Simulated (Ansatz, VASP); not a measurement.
**MgH2: VASP beside Ansatz**

```
Mg H
1.0
     0.00000    2.33951    2.33951
     2.33951    0.00000    2.33951
     2.33951    2.33951    0.00000
Mg H
1 2
Direct
  0.00000 0.00000 0.00000
  0.75000 0.75000 0.75000
  0.25000 0.25000 0.25000
```

Alike in both runs: task single point; functional r2SCAN; k mesh 16 × 16 × 16; occupations gaussian, width 0.1 eV; no spin polarisation.

```csv
,VASP,Ansatz
version,VASP 6.6.1,Ansatz 0.2.0
potentials or method,"VASP PAW PBE potentials, release 64 (Mg, H), cutoff 520 eV","scalar-relativistic, plane waves, PAW"
valence electrons in the cell,4,12
```

VASP gave:

* gap on the k mesh at the Fermi level (eV): none
* pressure (GPa): 1.4

**Question.** What did Ansatz give for the same quantities?

**Answer.** gap on the k mesh at the Fermi level (eV): none; pressure (GPa): 2.0.

VASP's potentials were made for PBE, not for r2SCAN. A gap of «none» marks a metal or a gap that the smearing closes. VASP's potentials hold 4 valence electrons a cell and Ansatz's 12, so a difference there can come from the potentials and not from the codes.
